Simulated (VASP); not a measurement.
Wanted: the native input for a VASP 6.6.1 run.

```yaml
Task: single point
Functional: PBE
Potentials_or_basis: VASP PAW PBE potentials, release 64 (Si, C)
Cutoff: 520 eV
k_mesh: 12 × 12 × 6
Occupations: gaussian, width 0.05 eV
Spin: no spin polarisation
Dipole_correction: no
Further_INCAR_settings: ALGO = Normal; EDIFF = 1e-06; NBANDS = 16
```

The structure of SiC lies in POSCAR:

```
SiC
1.0
    3.2150503021      0.0000000000      0.0000000000
   -1.6075251511      2.7843152361      0.0000000000
    0.0000000000      0.0000000000      5.0685268013
Si C
2 2
Direct
    0.3333333333      0.6666666667      0.0029448166
    0.6666666667      0.3333333333      0.5029448166
    0.3333333333      0.6666666667      0.3820551834
    0.6666666667      0.3333333333      0.8820551834
```

The input as run:

INCAR

```
PREC = Accurate
ENCUT = 520
EDIFF = 1E-6
ISMEAR = 0
SIGMA = 0.05
LREAL = F
LASPH = T
NELM = 100
ALGO = Normal
ISIF = 2
LWAVE = F
LCHARG = F
GGA = PE
NBANDS = 16
```

KPOINTS

```
Automatic mesh
0
Gamma
  12 12 6
```

Potentials or basis: VASP PAW PBE potentials, release 64 (Si, C).

Command:

```bash
$ cat potpaw_PBE.64/Si/POTCAR potpaw_PBE.64/C/POTCAR > POTCAR
$ mpirun -np 1 vasp_std > vasp.out
```

Results of the run:

* Pressure: -14.0 GPa
* Band gap on the k mesh: 2.24 eV (least direct gap 3.34 eV)

Caveat: the stress differs along the axes, from -20 to -3 GPa.

Wall time 32 s on 1 thread of Intel(R) Xeon(R) Platinum 8488C (Sapphire Rapids), with other jobs on the host, peak memory 0.18 GiB.
